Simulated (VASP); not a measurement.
# As: single point with PBE0

Slab: As, a slab with vacuum.

```
As
1.0
     3.57490    0.00000    0.00000
    -1.78745    3.09596    0.00000
     0.00000    0.00000   26.41564
As
2
Direct
  0.33333 0.66667 0.32062
  0.66667 0.33333 0.37245
```

* Program: VASP 6.6.1
* Task: single point
* Functional: PBE0
* Potentials or basis: VASP PAW PBE potentials, release 64 (As)
* Cutoff: 520 eV
* k mesh: 6 × 6 × 1
* Occupations: gaussian, width 0.01 eV
* Spin: no spin polarisation

The largest force is 0.099 eV/Å. The band gap on the k mesh is 2.99 eV, indirect (least direct gap 3.53 eV).

Forces in eV/Å, atoms in the order of the input:
```
As   0.000  0.000  0.099
As   0.000  0.000 -0.099
```

Levels at points of the mesh, in eV from the valence-band top:
| k point | band 3 | band 4 | band 5 | band 6 | band 7 | band 8 |
| --- | --- | --- | --- | --- | --- | --- |
| (0.00, 0.00, 0.00) | -0.56 | 0.00 | 0.00 | 3.53 | 5.12 | 5.12 |
| (0.50, 0.00, 0.00) | -3.76 | -2.15 | -1.68 | 3.35 | 4.69 | 6.34 |

Run time: 15 min on 1 thread of AMD EPYC 7R43 64-Core Processor (Zen 3), on a shared host, peak memory 0.37 GiB.

Caveat: the PAW data sets were made with another functional, which shifts forces and pressure a little.
